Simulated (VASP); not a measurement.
Wanted: the native input for a VASP 6.6.1 run.

```
Task                   : single point
Functional             : LDA
Potentials or basis    : VASP PAW LDA potentials, release 64 (Ta_pv, N)
Cutoff                 : 520 eV
k mesh                 : 10 × 10 × 9
Occupations            : fermi-dirac, width 0.05 eV
Spin                   : no spin polarisation
Dipole correction      : no
Further INCAR settings : ALGO = Normal; EDIFF = 1e-06; NBANDS = 15
```

The structure of TaN lies in POSCAR:

```
TaN
1.0
    2.9956224723      0.0000000000      0.0000000000
   -1.4978112361      2.5942851611      0.0000000000
    0.0000000000      0.0000000000      2.9395437670
Ta N
1 1
Direct
    0.0000000000      0.0000000000      0.5000000000
    0.6666666667      0.3333333333      0.0000000000
```

This cell differs from its parent crystal: volume scaled by 1.06.

These files were run (other wordings do the same):

INCAR

```
SYSTEM = TaN
PREC = Accurate
ENCUT = 520
EDIFF = 1E-6
ISMEAR = -1
SIGMA = 0.05
LREAL = .FALSE.
LASPH = .TRUE.
NELM = 100
ALGO = Normal
ISIF = 2
LWAVE = .FALSE.
LCHARG = .FALSE.
NBANDS = 15
```

KPOINTS

```
Automatic mesh
0
G
  10 10 9
  0 0 0
```

Potentials or basis: VASP PAW LDA potentials, release 64 (Ta_pv, N).

Command:

```console
$ cat potpaw_LDA.64/Ta_pv/POTCAR potpaw_LDA.64/N/POTCAR > POTCAR
$ mpirun -np 1 vasp_std > vasp.out
```

It gave:

```
Pressure               : -27.1 GPa
Band gap on the k mesh : zero (band 8 reaches 7.68 eV, above the bottom of band 9 at 7.41 eV)
```

Caveat: spin-orbit coupling is left out, which moves the levels of the heavy elements.

Run time: 9.1 s on 1 thread of Intel(R) Xeon(R) Platinum 8488C (Sapphire Rapids), with other jobs on the host, peak memory 0.14 GiB.
